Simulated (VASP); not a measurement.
Cd4S, 5 atoms in the cell. The structure is hexagonal, space group P6/mmm (No. 191). Conventional cell: a = 4.911 Å, b = 4.911 Å, c = 4.221 Å, α = 90.00°, β = 90.00°, γ = 120.00°. Cd (site symmetry -6m2) has 5 Cd at 2.11 to 2.84 Å and 3 S at 2.84 Å within 2.9 Å. Cd (site symmetry -6m2) has 5 Cd at 2.11 to 2.84 Å within 2.9 Å. S (site symmetry 6/mmm) has 18 Cd at 2.84 to 3.53 Å within 3.7 Å. The cell was generated, and may not be a known phase.

- Program: VASP 6.6.1
- Task: single point
- Functional: PBE
- Potentials or basis: VASP PAW PBE potentials, release 64 (Cd_sv_GW, S)
- Cutoff: 630 eV
- k mesh: 6 × 6 × 4
- Occupations: gaussian, width 0.1 eV
- Spin: no spin polarisation
- Dipole correction: no
- Further INCAR settings: ALGO = Normal; EDIFF = 1e-06; NBANDS = 51

Potentials or basis: VASP PAW PBE potentials, release 64 (Cd_sv_GW, S).

Run with:

```bash
$ cat potpaw_PBE.64/Cd_sv_GW/POTCAR potpaw_PBE.64/S/POTCAR > POTCAR
$ mpirun -np 1 vasp_std > vasp.out
```

Hardware: 1 thread of Intel(R) Xeon(R) 6975P-C (Granite Rapids) (shared host).

**Question.** Estimate the wall time of this run.

**Answer.** It took 80 s on 1 thread of Intel(R) Xeon(R) 6975P-C (Granite Rapids), on a shared host, peak memory 0.29 GiB. Counts: scf iterations 14, k points 21.
